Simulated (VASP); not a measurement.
Runs of VASP 6.6.1 on TePb. Symmetry: Fm-3m, No. 225, cubic system. The conventional cell has a = 6.438 Å, b = 6.438 Å, c = 6.438 Å, α = 90.00°, β = 90.00°, γ = 90.00°. Pb (site symmetry m-3m) has 6 Te at 3.22 Å within 4.2 Å. Within 4.2 Å of Te (site symmetry m-3m) lie 6 Pb at 3.22 Å. 

```csv
level,potentials or basis,spin,pressure (GPa),moment (μB)
r2SCAN,"VASP PAW PBE potentials, release 64 (Pb_d, Te)",off,2.1,-
LDA,"VASP PAW LDA potentials, release 64 (Pb_d, Te)","non-collinear, zero start, SOC",-1.3,0.00
r2SCAN,"VASP PAW PBE potentials, release 64 (Pb_d, Te)","non-collinear, zero start, SOC",(a),0.00
PBE,"VASP PAW PBE potentials, release 64 (Pb_d, Te)","non-collinear, zero start, SOC",2.5,0.00
```

Alike in all rows: task single point; cell as given; k mesh 8 × 8 × 8; cutoff (eV) 520; smearing gaussian 0.01 eV.

**Question.** Fill in the values left out.

**Answer.** (a) 2.0.

Caveats: the PAW data sets were made with another functional, which shifts forces and pressure a little (at least some runs).
